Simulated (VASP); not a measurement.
Runs of VASP 6.6.1 on Nb. The structure is that of space group Im-3m (No. 229), or close to it. The cells are those of the table. 

| task | cell | k mesh | cutoff (eV) | smearing | gap on the mesh (eV) | pressure (GPa) | relaxed volume (Å³/atom) |
| --- | --- | --- | --- | --- | --- | --- | --- |
| single point | a = 2.868 Å, angles 109.5°, 1 atom | 14 × 14 × 14 | 520 | gaussian 0.1 eV | none | -0.3 | - |
| single point | a = 2.869 Å, angles 109.5°, 1 atom | 16 × 16 × 16 | 520 | fermi-dirac 0.15 eV | none | -0.3 | - |
| single point | a = 2.873 Å, angles 109.5°, 1 atom | 8 × 8 × 8 | 520 | gaussian 0.1 eV | none | -1.1 | - |
| relaxation of cell and atoms | relaxed from a = 2.873 Å, angles 109.5°, 1 atom | 14 × 14 × 14 | 600 | gaussian 0.1 eV | none | 0.0 | 18.13 |
| relaxation of cell and atoms | relaxed from a = 2.868 Å, angles 109.5°, 1 atom | 16 × 16 × 16 | 600 | fermi-dirac 0.15 eV | none | 0.0 | (a) |

Alike in all rows: level PBE; potentials or basis VASP PAW PBE potentials, release 64 (Nb_sv); no spin polarisation.

Estimate the missing entries.

(a) 18.14.

A k mesh can miss the band edges, and the runs leave out spin-orbit coupling on Nb.

A gap of «none» marks levels without a gap at the run's occupations.
